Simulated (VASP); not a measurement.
BaTe:

```xyz
2
Lattice="4.2448 0.0000 0.0000 0.0000 4.2448 0.0000 0.0000 0.0000 4.2448" Properties=species:S:1:pos:R:3 pbc="T T T"
Ba    0.0000    0.0000    0.0000
Te    2.1224    2.1224    2.1224
```

Base run:

* Program: VASP 6.6.1
* Functional: HSE06
* Potentials or basis: VASP PAW PBE potentials, release 64 (Ba_sv, Te)
* Cutoff: 520 eV
* k mesh: 4 × 4 × 4
* Occupations: gaussian, width 0.01 eV
* Spin: no spin polarisation

Its results: band gap on the k mesh 1.44 eV (least direct gap 1.65 eV); pressure 0.0 GPa.

Q: The run is repeated on the same cell with these changes: functional from HSE06 to PBE; further incar settings from ALGO = Normal; EDIFF = 1e-06; NBANDS = 15 to ALGO = Normal; EDIFF = 1e-07; NBANDS = 15. What comes out?

A: Band gap on the k mesh 0.74 eV (least direct gap 0.95 eV); pressure 0.6 GPa.

Caveats: spin-orbit coupling is left out, which moves the levels of the heavy elements; the PAW data sets were made with another functional, which shifts forces and pressure a little (at least some runs).

A k mesh can miss the band edges.
